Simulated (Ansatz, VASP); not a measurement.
**Two plane-wave programs on MgS**

File INCAR:

```
SYSTEM = MgS
  PREC = Accurate
  ENCUT = 600
  EDIFF = 1E-7
  ISMEAR = -1
  SIGMA = 0.08
  LREAL = .False.
  LASPH = .True.
  NELM = 120
  ALGO = Normal
  ISIF = 3
  LWAVE = .False.
  LCHARG = .False.
  GGA = PS
  IBRION = 2
  NSW = 100
  EDIFFG = -0.002
  GGA_COMPAT = .False.
  NELMIN = 4
```

File KPOINTS:

```
Automatic mesh
0
Gamma
  12 12 12
  0 0 0
```

The input POSCAR:

```
MgS
1.0
    0.0000000000      2.6016500000      2.6016500000
    2.6016500000      0.0000000000      2.6016500000
    2.6016500000      2.6016500000      0.0000000000
Mg S
1 1
Direct
    0.0000000000      0.0000000000      0.0000000000
    0.5000000000      0.5000000000      0.5000000000
```

Input for Ansatz:

```yaml
crystal:
  lattice:
    - [0.0, 2.60165, 2.60165]
    - [2.60165, 0.0, 2.60165]
    - [2.60165, 2.60165, 0.0]
  atoms:
    - { symbol: Mg, position: [0.0, 0.0, 0.0] }
    - { symbol: S, position: [0.5, 0.5, 0.5] }
kpoints:
  mp_grid: { grid: [12, 12, 12] }
scf:
  occupations: { method: fermi_dirac, width: 0.08 }
hamiltonian:
  xc: pbesol
  pseudopotentials: { kind: paw }
relax:
  f_tol: 0.002
  max_steps: 80
  cell: {}
output:
  forces: true
  stress: true
```

Alike in both runs: task relaxation of cell and atoms; functional PBEsol; k mesh 12 × 12 × 12; occupations fermi-dirac, width 0.08 eV; no spin polarisation.

|  | VASP | Ansatz |
| --- | --- | --- |
| version | VASP 6.6.1 | Ansatz 0.2.0 |
| potentials or method | VASP PAW PBE potentials, release 64 (Mg, S) | PAW with Ansatz's default frozen-core files, scalar-relativistic |
| plane-wave cutoff (eV) | 600 | 420 |
| valence electrons in the cell | 8 | 16 |

```tsv
	VASP	Ansatz	Ansatz less VASP
relaxed volume (Å³/atom)	17.36	17.39	+0.038
relaxed cell length with the largest relative difference (Å)	3.662	3.664	+0.0027
```

VASP's potentials were made for PBE, not for PBEsol. VASP's potentials hold 8 valence electrons a cell and Ansatz's 16, so a difference there can come from the potentials and not from the codes.
